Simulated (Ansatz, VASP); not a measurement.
# One calculation of Tc, two programs

The input INCAR:

```
ALGO = Normal ; EDIFF = 1E-6
ENCUT = 520 ; GGA = PE
ISIF = 2 ; ISMEAR = -1
LASPH = T ; LCHARG = T
LELF = T ; LREAL = F
LVHAR = T ; LWAVE = F
NBANDS = 34 ; NELM = 80
PREC = Accurate ; SIGMA = 0.05
```

Contents of KPOINTS:

```
k-points
0
Gamma
  9 9 3
```

POSCAR

```
Tc
1.0
    2.7393552909      0.0000000000      0.0000000000
   -1.3696776454      2.3723512719      0.0000000000
    0.0000000000      0.0000000000      8.4188970624
Tc
4
Direct
    0.6666666667      0.3333333333      0.7500000000
    0.0000000000      0.0000000000      0.5000000000
    0.3333333333      0.6666666667      0.2500000000
    0.0000000000      0.0000000000      0.0000000000
```

input.yaml

```yaml
crystal:
  lattice:
    - [2.7393552909, 0.0, 0.0]
    - [-1.3696776454, 2.3723512719, 0.0]
    - [0.0, 0.0, 8.4188970624]
  atoms:
    - { symbol: Tc, position: [0.6666666667, 0.3333333333, 0.75] }
    - { symbol: Tc, position: [0.0, 0.0, 0.5] }
    - { symbol: Tc, position: [0.3333333333, 0.6666666667, 0.25] }
    - { symbol: Tc, position: [0.0, 0.0, 0.0] }
hamiltonian:
  xc: pbe
  pseudopotentials: { kind: paw }
kpoints:
  mp_grid: { grid: [9, 9, 3] }
  band_path:
    path:
      - [[0.0, 0.0, 0.0], [0.5, 0.0, 0.0], [0.3333333333, 0.3333333333, 0.0], [0.0, 0.0, 0.0], [0.0, 0.0, 0.5], [0.5, 0.0, 0.5], [0.3333333333, 0.3333333333, 0.5], [0.0, 0.0, 0.5]]
      - [[0.5, 0.0, 0.5], [0.5, 0.0, 0.0]]
      - [[0.3333333333, 0.3333333333, 0.0], [0.3333333333, 0.3333333333, 0.5]]
    npoints: 14
scf:
  occupations: { method: fermi_dirac, width: 0.05 }
  n_extra_bands: 10
output:
  forces: true
  stress: true
  eigenvalues: true
  fatbands: true
```

Alike in both runs: functional PBE; k mesh 9 × 9 × 3; occupations fermi-dirac, width 0.05 eV; no spin polarisation.

|  | VASP | Ansatz |
| --- | --- | --- |
| version | VASP 6.6.1 | Ansatz 0.2.0 |
| potentials or method | VASP PAW PBE potentials, release 64 (Tc_pv) | Ansatz PAW earlier set |
| plane-wave cutoff (eV) | 520 | 500 |
| valence electrons in the cell | 52 | 60 |
| task | single point | band structure |

|  | VASP | Ansatz | Ansatz less VASP |
| --- | --- | --- | --- |
| gap on the k mesh at the Fermi level (eV) | none | none | - |
| pressure (GPa) | 18.2 | 18.9 | +0.72 |
| traceless stress, the component that is largest in VASP (GPa) | 10.63 | 10.71 | +0.071 |

A gap of «none» marks a metal or a gap that the smearing closes. VASP's potentials hold 52 valence electrons a cell and Ansatz's 60, so a difference there can come from the potentials and not from the codes.
